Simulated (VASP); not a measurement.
# ScS4 (P6/mmm) in VASP: a series of runs

Runs on ScS4. Level: PBE. Tasks: single point, relaxation of cell and atoms.

All numbers are computed with VASP 6.6.1; they aren't measurements. Logs are shortened: lines on timing, memory, paths and dates and some standing lists are left out, and cuts for length are marked.

### 1 The cell of the first run

It takes space group P6/mmm (No. 191, hexagonal). Conventional cell: a = 4.823 Å, b = 4.823 Å, c = 5.285 Å, α = 90.00°, β = 90.00°, γ = 120.00°. Within 3.9 Å of Sc (site symmetry 6/mmm) lie 12 S at 2.97 Å. S (site symmetry 3m) has 4 S at 2.08 to 2.78 Å within 2.8 Å.

The cell was generated, and may not be a known phase.

### 2 Single point, PBE

The input, INCAR:

```
ALGO     = Fast           # electronic algorithm
EDIFF    = 1E-6           # SCF threshold, eV
ENCUT    = 520            # plane-wave cutoff, eV
GGA      = PE             # functional
ISIF     = 2              # what is computed and relaxed
ISMEAR   = 0              # smearing method
LASPH    = True           # aspherical terms in the spheres
LCHARG   = True           # write CHGCAR
LELF     = True           # ELF
LREAL    = False          # projectors in reciprocal space
LVHAR    = True         
LWAVE    = False          # write WAVECAR
NBANDS   = 26             # bands
NELM     = 100            # most SCF steps
PREC     = Accurate       # precision mode
SIGMA    = 0.1            # smearing width, eV
```

The input, KPOINTS:

```
k-points
0
Gamma
  12 12 8
```

The input, POSCAR:

```
ScS4
1.0
    4.8231186773      0.0000000000      0.0000000000
   -2.4115593387      4.1769433000      0.0000000000
    0.0000000000      0.0000000000      5.2853124136
Sc S
1 4
Direct
    0.0000000000      0.0000000000      0.5000000000
    0.3333333333      0.6666666667      0.6971849766
    0.6666666667      0.3333333333      0.6971849766
    0.6666666667      0.3333333333      0.3028150234
    0.3333333333      0.6666666667      0.3028150234
```

Potentials or basis: VASP PAW PBE potentials, release 64 (Sc_sv, S).

The run is started by

```
$ cat potpaw_PBE.64/Sc_sv/POTCAR potpaw_PBE.64/S/POTCAR > POTCAR
$ mpirun -np 1 vasp_std > vasp.out
```

OUTCAR:

```text
EDIFF = 1E-6
   ENCUT = 520
   GGA = PE
   ISIF = 2
   ISMEAR = 0
   LASPH = True
   LREAL = False
   NELM = 100
   PREC = Accurate

 ion  position               nearest neighbor table
   1  0.000  0.000  0.500-   2 2.97   3 2.97   4 2.97   5 2.97   3 2.97   4 2.97   2 2.97   5 2.97
                             3 2.97   4 2.97   2 2.97   5 2.97
   2  0.333  0.667  0.697-   5 2.08   3 2.78   3 2.78   3 2.78   1 2.97   1 2.97   1 2.97
   3  0.667  0.333  0.697-   4 2.08   2 2.78   2 2.78   2 2.78   1 2.97   1 2.97   1 2.97
   4  0.667  0.333  0.303-   3 2.08   5 2.78   5 2.78   5 2.78   1 2.97   1 2.97   1 2.97
   5  0.333  0.667  0.303-   2 2.08   4 2.78   4 2.78   4 2.78   1 2.97   1 2.97   1 2.97

  LATTYP: Found a hexagonal cell.
 ALAT       =     4.8231186773
 C/A-ratio  =     1.0958288127

  Lattice vectors:

 A1 = (   4.8231186773,   0.0000000000,   0.0000000000)
 A2 = (  -2.4115593387,   4.1769433000,   0.0000000000)
 A3 = (   0.0000000000,   0.0000000000,   5.2853124136)

Analysis of symmetry for initial positions (statically):
=====================================================================
 Subroutine PRICEL returns:
 Original cell was already a primitive cell.

 Routine SETGRP: Setting up the symmetry group for a
 hexagonal supercell.

 Subroutine GETGRP returns: Found 24 space group operations
 (whereof 24 operations were pure point group operations)
 out of a pool of 24 trial point group operations.

The static configuration has the point symmetry D_6h.

Analysis of symmetry for dynamics (positions and initial velocities):
=====================================================================
 Subroutine PRICEL returns:
 Original cell was already a primitive cell.

 Routine SETGRP: Setting up the symmetry group for a
 hexagonal supercell.

 Subroutine GETGRP returns: Found 24 space group operations
 (whereof 24 operations were pure point group operations)
 out of a pool of 24 trial point group operations.

The dynamic configuration has the point symmetry D_6h.

 Subroutine INISYM returns: Found 24 space group operations
 (whereof 24 operations are pure point group operations),
 and found     1 'primitive' translations

----------------------------------------------------------------------------------------

                                     Primitive cell

  volume of cell :     106.4773

  direct lattice vectors                    reciprocal lattice vectors
     4.823118677  0.000000000  0.000000000     0.207334728  0.119704761  0.000000000
    -2.411559339  4.176943300  0.000000000     0.000000000  0.239409522  0.000000000
     0.000000000  0.000000000  5.285312414     0.000000000  0.000000000  0.189203574

  length of vectors
     4.823118677  4.823118677  5.285312414     0.239409522  0.239409522  0.189203574

  position of ions in fractional coordinates (direct lattice)
     0.000000000  0.000000000  0.500000000
     0.333333333  0.666666667  0.697184977
     0.666666667  0.333333333  0.697184977
     0.666666667  0.333333333  0.302815023
     0.333333333  0.666666667  0.302815023

  ion indices of the primitive-cell ions
   primitive index   ion index
                 1           1
                 2           2
                 3           3
                 4           4
                 5           5

----------------------------------------------------------------------------------------

 KPOINTS: k-points

Automatic generation of k-mesh.
 Grid dimensions read from file:
 generate k-points for:   12   12    8

 Generating k-lattice:

  Cartesian coordinates                     Fractional coordinates (reciprocal lattice)
     0.017277894  0.009975397  0.000000000     0.083333333  0.000000000  0.000000000
     0.000000000  0.019950794  0.000000000     0.000000000  0.083333333  0.000000000
     0.000000000  0.000000000  0.023650447     0.000000000  0.000000000  0.125000000

  Length of vectors
     0.019950794  0.019950794  0.023650447

  Shift w.r.t. Gamma in fractional coordinates (k-lattice)
     0.000000000  0.000000000  0.000000000

 Subroutine IBZKPT returns following result:
 ===========================================

 Found     95 irreducible k-points:

 Following reciprocal coordinates:
            Coordinates               Weight
  0.000000  0.000000  0.000000      1.000000
  0.083333 -0.000000  0.000000      6.000000
  0.166667 -0.000000  0.000000      6.000000
  0.250000 -0.000000  0.000000      6.000000
  0.333333 -0.000000  0.000000      6.000000
  0.416667 -0.000000  0.000000      6.000000
[... 16 lines left out ...]
  0.250000 -0.000000  0.125000     12.000000
  0.333333 -0.000000  0.125000     12.000000
 [... further k-points ...]
   k-points           NKPTS =     95   k-points in BZ     NKDIM =     95   number of bands    NBANDS=     26
   number of dos      NEDOS =    301   number of ions     NIONS =      5
   total plane-waves  NPLWV =  51840
   dimension x,y,z NGX =    36 NGY =   36 NGZ =   40
   dimension x,y,z NGXF=    72 NGYF=   72 NGZF=   80
   ions per type =               1   4
   NGX,Y,Z   is equivalent  to a cutoff of  12.41, 12.41, 12.58 a.u.
   NGXF,Y,Z  is equivalent  to a cutoff of  24.82, 24.82, 25.16 a.u.
 SYSTEM =  unknown system
   PREC   = accura    normal or accurate (medium, high low for compatibility)
   ISTART =      0    job   : 0-new  1-cont  2-samecut
   ICHARG =      2    charge: 1-file 2-atom 10-const
   ISPIN  =      1    spin polarized calculation?
   LNONCOLLINEAR =      F non collinear calculations
   LSORBIT =      F    spin-orbit coupling
   LASPH  =      T    aspherical Exc in radial PAW
   ENCUT  =  520.0 eV  38.22 Ry    6.18 a.u.   8.97  8.97  9.83*2*pi/ulx,y,z
   NELM   =    100;   NELMIN=  2; NELMDL= -5     # of ELM steps
   EDIFF  = 0.1E-05   stopping-criterion for ELM
   LREAL  =      F    real-space projection
   EDIFFG = 0.1E-04   stopping-criterion for IOM
   NSW    =      0    number of steps for IOM
   IBRION =     -1    ionic relax: 0-MD 1-quasi-New 2-CG
   NFREE  =      0    steps in history (QN), initial steepest desc. (CG)
   ISIF   =      2    stress and relaxation
   ISYM   =      2    0-nonsym 1-usesym 2-fastsym
   POTIM  = 0.5000    time-step for ionic-motion
   TEBEG  =    0.0;   TEEND  =   0.0 temperature during run
   PSTRESS=    0.0 pullay stress
   NELECT =      35.0000    total number of electrons
   NUPDOWN=      -1.0000    fix difference up-down
   EMIN   =  10.00;   EMAX   =-10.00  energy-range for DOS
   EFERMI =   0.00;   METHOD = LEGACY
   ISMEAR =     0;   SIGMA  =   0.10  broadening in eV -4-tet -1-fermi 0-gaus
   EFERMI_NEDOS =   21; number of points for ismear=-14 and -15
   IALGO  =     68    algorithm
   IMIX   =      4    mixing-type and parameters
     AMIX     =   0.40;   BMIX     =  1.00
     AMIX_MAG =   1.60;   BMIX_MAG =  1.00
  volume/ion in A,a.u.               =      21.30       143.71
  Fermi-wavevector in a.u.,A,eV,Ry     =   1.129827  2.135063 17.367947  1.276508
  Thomas-Fermi vector in A             =   2.266521
   LORBIT       =      0    0 simple, 1 ext, 2 COOP (PROOUT), +10 PAW based schemes
   GGA     = PE    functional components
   LHFCALC =     F    Hartree Fock is set to
   AEXX    =    0.0000 exact exchange contribution
   IVDW    =     0    specifies the selected vdW correction
   LEPSILON=     F    determine dielectric tensor
   LRPA    =     F    only Hartree local field effects (RPA)
 non-spin polarized calculation
 RMM-DIIS sequential band-by-band and
 Gauss-broadening in eV      SIGMA  =   0.10
  energy-cutoff  :      520.00
  volume of cell :      106.48
 maximum number of plane-waves:      2888
 NGX is ok and might be reduce to    36
   NGX = 17   NGY = 17   NGZ = 19

 number of electron      35.0000003 magnetization

 Free energy of the ion-electron system (eV)
  ---------------------------------------------------
  ext. energy  EPLUGINS =         0.00000000
  ---------------------------------------------------
  free energy    TOTEN  =       -24.04235539 eV

  energy without entropy =      -24.03239361  energy(sigma->0) =      -24.03737450

 E-fermi :   5.3689     XC(G=0):  -9.3789

 val. band max:        5.3670956079   @ k =   0.3333   0.1667   0.5000
 cond. band min:       5.3809914841   @ k =   0.2500   0.0833   0.3750
 fundamental gap:      0.0138958763
 Fermi energy:         5.3689250445

 k-point     1 :       0.0000    0.0000    0.0000
  band No.  band energies     occupation
      1     -45.7013      2.00000
      2     -24.3208      2.00000
      3     -24.2728      2.00000
      4     -24.2728      2.00000
      5     -11.7903      2.00000
      6      -9.1472      2.00000
[... 18 lines left out ...]
     25       8.2741      0.00000
     26      10.0852      0.00000

 k-point     2 :       0.0833   -0.0000    0.0000
  band No.  band energies     occupation
      1     -45.7013      2.00000
      2     -24.3208      2.00000
      3     -24.2735      2.00000
      4     -24.2729      2.00000
      5     -11.7561      2.00000
      6      -9.2074      2.00000
[... 18 lines left out ...]
     25       8.3967      0.00000
     26      10.0183      0.00000

 k-point     3 :       0.1667   -0.0000    0.0000
  band No.  band energies     occupation
      1     -45.7012      2.00000
      2     -24.3206      2.00000
      3     -24.2754      2.00000
      4     -24.2732      2.00000
      5     -11.6561      2.00000
      6      -9.3744      2.00000
[... 572 lines left out ...]
 k-point    23 :       0.2500   -0.0000    0.1250
  band No.  band energies     occupation
      1     -45.7012      2.00000
      2     -24.3203      2.00000
      3     -24.2780      2.00000
      4     -24.2737      2.00000
      5     -11.4789      2.00000
      6      -9.5983      2.00000
[... 18 lines left out ...]
     25       9.2126      0.00000
     26       9.3172      0.00000

 k-point    24 :       0.3333   -0.0000    0.1250
  band No.  band energies     occupation
      1     -45.7011      2.00000
      2     -24.3200      2.00000
      3     -24.2806      2.00000
      4     -24.2742      2.00000
      5     -11.2808      2.00000
      6      -9.8710      2.00000
[... 18 lines left out ...]
     25       9.1315      0.00000
     26       9.4741      0.00000

 [... further k-points ...]

------------------------ aborting loop because EDIFF is reached ----------------------------------------

  FORCE on cell =-STRESS in cart. coord.  units (eV):
  Direction    XX          YY          ZZ          XY          YZ          ZX
  --------------------------------------------------------------------------------------
  -------------------------------------------------------------------------------------
  Total        0.0492890      0.0492890     -0.5634672     -0.0000000      0.0000000      0.0000000
  in kB        0.7416577      0.7416577     -8.4785585     -0.0000000      0.0000000      0.0000000
  external PRESSURE =      -2.3317477 kB  Pullay stress =       0.0000000 kB

 VOLUME and BASIS-vectors are now :
 -----------------------------------------------------------------------------
  energy-cutoff  :      520.00
  volume of cell :      106.48
      direct lattice vectors                 reciprocal lattice vectors
     4.823118677  0.000000000  0.000000000     0.207334728  0.119704761  0.000000000
    -2.411559339  4.176943300  0.000000000     0.000000000  0.239409522  0.000000000
     0.000000000  0.000000000  5.285312414     0.000000000  0.000000000  0.189203574

 POSITION                                       TOTAL-FORCE (eV/Angst)
 -----------------------------------------------------------------------------------
      0.00000      0.00000      2.64266        -0.000000      0.000000      0.000000
     -0.00000      2.78463      3.68484         0.000000     -0.000000     -0.141037
      2.41156      1.39231      3.68484        -0.000000      0.000000     -0.141037
      2.41156      1.39231      1.60047        -0.000000      0.000000      0.141037
     -0.00000      2.78463      1.60047         0.000000     -0.000000      0.141037
 -----------------------------------------------------------------------------------
    total drift:                               -0.000000     -0.000000      0.000000

  FREE ENERGIE OF THE ION-ELECTRON SYSTEM (eV)
  ---------------------------------------------------
  free  energy   TOTEN  =       -24.0423553852 eV

  energy  without entropy=      -24.0323936142  energy(sigma->0) =      -24.03737450
```

It took 13 min on 1 thread of Oxide Virtual Turin-like, shared host; peak memory 0.33 GiB.

What came out:

```
Free energy            : -24.0424 eV
Pressure               : -0.2 GPa
Largest force          : 0.141 eV/Å
Band gap on the k mesh : zero (an odd number of electrons rules out a gap without spin polarisation)
```

Forces in eV/Å, atoms in the order of the input:
```
Sc   0.000  0.000  0.000
S    0.000  0.000 -0.141
S    0.000  0.000 -0.141
S    0.000  0.000  0.141
S    0.000  0.000  0.141
```

Stress tensor (GPa, compression positive):
```
 0.07  0.00  0.00
 0.00  0.07  0.00
 0.00  0.00 -0.85
```

Caveat: this functional lacks dispersion, which binds layers or chains, so the pressure and a relaxed spacing across them are unreliable; an odd number of electrons without spin polarisation forces a metal; a magnetic or distorted state may lie lower.

### 3 Relaxation of cell and atoms, PBE

This run uses another cell than the first one, of 21.90 Å³/atom.

The input, INCAR:

```
  PREC = Accurate
  ENCUT = 600
  EDIFF = 1E-6
  ISMEAR = 0
  SIGMA = 0.1
  LREAL = F
  LASPH = T
  NELM = 100
  ALGO = Normal
  ISIF = 3
  LWAVE = F
  LCHARG = F
  GGA = PE
  IBRION = 2
  NSW = 90
  EDIFFG = -0.04
```

The input, KPOINTS:

```
regular mesh
0
Gamma
  6 6 4
```

The input, POSCAR:

```
ScS4
1.0
    4.3002878300      0.0000000000      0.0000000000
   -2.1501439100      3.7241585000      0.0000000000
    0.0000000000      0.0000000000      6.8359654800
Sc S
1 4
Direct
    0.0000000000      0.0000000000      0.5000000000
    0.3333333300      0.6666666700      0.6945110100
    0.6666666700      0.3333333300      0.6945110100
    0.6666666700      0.3333333300      0.3054889900
    0.3333333300      0.6666666700      0.3054889900
```

Potentials or basis: VASP PAW PBE potentials, release 64 (Sc_sv, S).

The run is started by

```
$ cat potpaw_PBE.64/Sc_sv/POTCAR potpaw_PBE.64/S/POTCAR > POTCAR
$ mpirun -np 1 vasp_std > vasp.out
```

Run time: 11 min. Hardware: 1 thread of Oxide Virtual Turin-like, shared host; peak memory 0.26 GiB.

The run converged. Its results:

| Quantity | Value |
| --- | --- |
| Free energy | -22.9891 eV |
| Relaxed volume | 22.74 Å³/atom |
| Relaxed cell | a = 4.468 Å, b = 4.468 Å, c = 6.576 Å, α = 90.00°, β = 90.00°, γ = 120.00° |
| Space group after relaxing (to 0.1 Å) | P6/mmm (No. 191) |
| Energy gained by relaxing | 21.9 meV/atom |
| Ionic steps | 10 |
| Pressure after relaxing | 0.1 GPa |
| Largest force after relaxing | 0.008 eV/Å |
| Band gap on the k mesh | zero (an odd number of electrons rules out a gap without spin polarisation) |

Forces on the atoms (eV/Å):
```
Sc   0.000  0.000  0.000
S    0.000  0.000  0.008
S    0.000  0.000  0.008
S    0.000  0.000 -0.008
S    0.000  0.000 -0.008
```

Stress tensor (GPa, compression positive):
```
0.02 0.00 0.00
0.00 0.02 0.00
0.00 0.00 0.16
```

The path:
| step | energy change (eV) | largest force (eV/Å) | pressure (GPa) | volume (Å³) |
| --- | --- | --- | --- | --- |
| 1 | 0.0000 | 0.2028 | 2.96 | 109.48 |
| 2 | -0.0457 | 0.1362 | -1.01 | 116.00 |
| 3 | -0.0516 | 0.0577 | -0.09 | 114.28 |
| 4 | -0.0547 | 0.0697 | -0.09 | 114.21 |
| 5 | -0.0709 | 0.1831 | 0.07 | 113.98 |
| 6 | -0.1085 | 0.0348 | 0.24 | 113.45 |
| 7 | -0.1089 | 0.0463 | 0.29 | 113.28 |
| 8 | -0.1093 | 0.0158 | 0.27 | 113.35 |
| 9 | -0.1052 | 0.0298 | -0.69 | 115.06 |
| 10 | -0.1096 | 0.0081 | 0.07 | 113.70 |

Final structure:
```
CELL_PARAMETERS angstrom
4.46821 0.00000 0.00000
-2.23411 3.86959 0.00000
0.00000 0.00000 6.57580
ATOMIC_POSITIONS crystal
Sc 0.00000 0.00000 0.50000
S 0.33333 0.66667 0.69154
S 0.66667 0.33333 0.69154
S 0.66667 0.33333 0.30846
S 0.33333 0.66667 0.30846
```

Levels at points of the mesh, in eV from the Fermi level:
```tsv
k point	band 14	band 15	band 16	band 17	band 18	band 19	band 20	band 21
(0.00, 0.00, 0.00)	-2.56	-1.76	-1.76	-1.63	-1.63	-0.80	1.75	2.10
(0.50, 0.00, 0.00)	-3.20	-0.76	-0.60	-0.47	0.68	0.92	1.28	1.77
(0.00, 0.00, 0.50)	-2.29	-1.94	-1.72	-1.72	-1.68	-1.68	1.61	1.83
(0.50, 0.00, 0.50)	-3.30	-1.20	-0.75	-0.58	0.11	0.49	1.39	1.74
```

Caveat: this functional lacks dispersion, which binds layers or chains, so the pressure and a relaxed spacing across them are unreliable; an odd number of electrons without spin polarisation forces a metal; a magnetic or distorted state may lie lower.

The gap in the log of VASP goes by the Fermi energy; the results here count the filled bands.